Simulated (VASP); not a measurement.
Nb, 1 atom in the cell. The structure is cubic, space group Im-3m (No. 229). Conventional cell: a = 3.328 Å, b = 3.328 Å, c = 3.328 Å, α = 90.00°, β = 90.00°, γ = 90.00°. Within 3.8 Å of Nb (site symmetry m-3m) lie 14 Nb at 2.88 to 3.33 Å. 

```yaml
Program: VASP 6.6.1
Task: single point
Functional: r2SCAN
Potentials_or_basis: VASP PAW PBE potentials, release 64 (Nb_sv)
Cutoff: 550 eV
k_mesh: 10 × 10 × 10
Occupations: gaussian, width 0.05 eV
Spin: no spin polarisation
Dipole_correction: no
Further_INCAR_settings: ALGO = Normal; EDIFF = 1e-06; NBANDS = 12
```

Potentials or basis: VASP PAW PBE potentials, release 64 (Nb_sv).

Launch:

```bash
$ cat potpaw_PBE.64/Nb_sv/POTCAR > POTCAR
$ cp INCAR.step1 INCAR
$ mpirun -np 1 vasp_std > vasp.out
$ cp INCAR.step2 INCAR
$ mpirun -np 1 vasp_std > vasp.out
```

Hardware: 1 thread of Intel(R) Xeon(R) Platinum 8559C (Emerald Rapids), on a shared host.

Question: How long does it take, and how much memory?

Answer: Wall time 27 s on 1 thread of Intel(R) Xeon(R) Platinum 8559C (Emerald Rapids) (shared host), peak memory 0.14 GiB. Counts: k points 47.
